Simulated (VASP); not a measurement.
Write the native input for VASP 6.6.1 that does the following.

```
Task                   : single point
Functional             : r2SCAN
Potentials or basis    : VASP PAW PBE potentials, release 64 (Sc_sv, Ga_d, N)
Cutoff                 : 520 eV
k mesh                 : 4 × 4 × 4
Occupations            : gaussian, width 0.1 eV
Spin                   : no spin polarisation
Dipole correction      : no
Further INCAR settings : LREAL = Auto; ALGO = Normal; EDIFF = 1e-06; NBANDS = 85
```

Crystal: ScGa7N8.

```
Sc Ga N
1.0
     3.22297   -0.00284    5.21726
     3.22297    0.00284   -5.21726
    -3.22297    5.58869   -0.00306
Sc Ga N
1 7 8
Cartesian
  0.0000 1.8717 -0.0225
  -1.5943 4.6606 -0.0106
  3.2230 1.8483 -0.0035
  1.5943 4.6606 -0.0106
  1.6240 0.9184 -2.6031
  1.5989 0.9156 2.6142
  0.0000 3.7492 -2.6428
  0.0000 3.7321 2.6366
  3.2230 1.8757 -3.1670
  3.2230 1.8588 1.9909
  1.6230 4.6568 -3.2628
  1.6000 4.6540 1.9545
  1.6757 0.8871 -0.6594
  0.0000 3.8076 -0.6978
  4.7702 0.8871 -0.6594
  3.2230 3.7286 -0.6149
```

One way to write it, as run:

POSCAR

```
ScGa7N8
1.0
    3.2229658038     -0.0028378456      5.2172643738
    3.2229658038      0.0028378456     -5.2172643738
   -3.2229658038      5.5886865221     -0.0030574196
Sc Ga N
1 7 8
Direct
    0.1653994398      0.1695123765      0.3349118163
    0.1688529189      0.1703914238      0.8339263735
    0.6651215693      0.6655947339      0.3307163031
    0.6635349496      0.6650734546      0.8339263735
    0.0845639743      0.5834095468      0.1640841246
    0.5806745778      0.0795201503      0.1640841246
    0.0822220696      0.5883772933      0.6705993629
    0.5868989964      0.0811504329      0.6680494292
    0.3642468462      0.9710747197      0.3353215660
    0.8572914622      0.4754967527      0.3327882149
    0.3558100907      0.9807029422      0.8329455610
    0.8522426188      0.4771354704      0.8329455610
    0.2761503513      0.4024489511      0.1586728029
    0.2739416496      0.4072962445      0.6812378941
    0.7562238518      0.8825224516      0.1586728029
    0.7748246337      0.8922930556      0.6671176893
```

INCAR.step1

```
SYSTEM = ScGa7N8
PREC = Accurate
ENCUT = 520
ISMEAR = 0
SIGMA = 0.1
LREAL = Auto
LASPH = .TRUE.
NELM = 80
NBANDS = 85
GGA = PE
ALGO = Normal
EDIFF = 1E-4
LWAVE = .TRUE.
LCHARG = .FALSE.
```

INCAR.step2

```
SYSTEM = ScGa7N8
PREC = Accurate
ENCUT = 520
EDIFF = 1E-6
ISMEAR = 0
SIGMA = 0.1
LREAL = Auto
LASPH = .TRUE.
NELM = 80
ALGO = Normal
ISIF = 2
LWAVE = .FALSE.
LCHARG = .FALSE.
METAGGA = R2SCAN
LMIXTAU = .TRUE.
NBANDS = 85
ISTART = 1
```

KPOINTS

```
regular mesh
0
G
  4 4 4
  0 0 0
```

Potentials or basis: VASP PAW PBE potentials, release 64 (Sc_sv, Ga_d, N).

Launch:

```sh
$ cat potpaw_PBE.64/Sc_sv/POTCAR potpaw_PBE.64/Ga_d/POTCAR potpaw_PBE.64/N/POTCAR > POTCAR
$ cp INCAR.step1 INCAR
$ mpirun -np 1 vasp_std > vasp.out
$ cp INCAR.step2 INCAR
$ mpirun -np 1 vasp_std > vasp.out
```

Results of the run:

```yaml
Pressure: 1.0 GPa
Largest_force: 0.050 eV/Å
Band_gap_on_the_k_mesh: 2.56 eV
```

Caveat: the PAW data sets were made with another functional, which shifts forces and pressure a little.

It took 48 min on 1 thread of Intel Xeon 8259CL, on a shared host, peak memory 0.51 GiB.
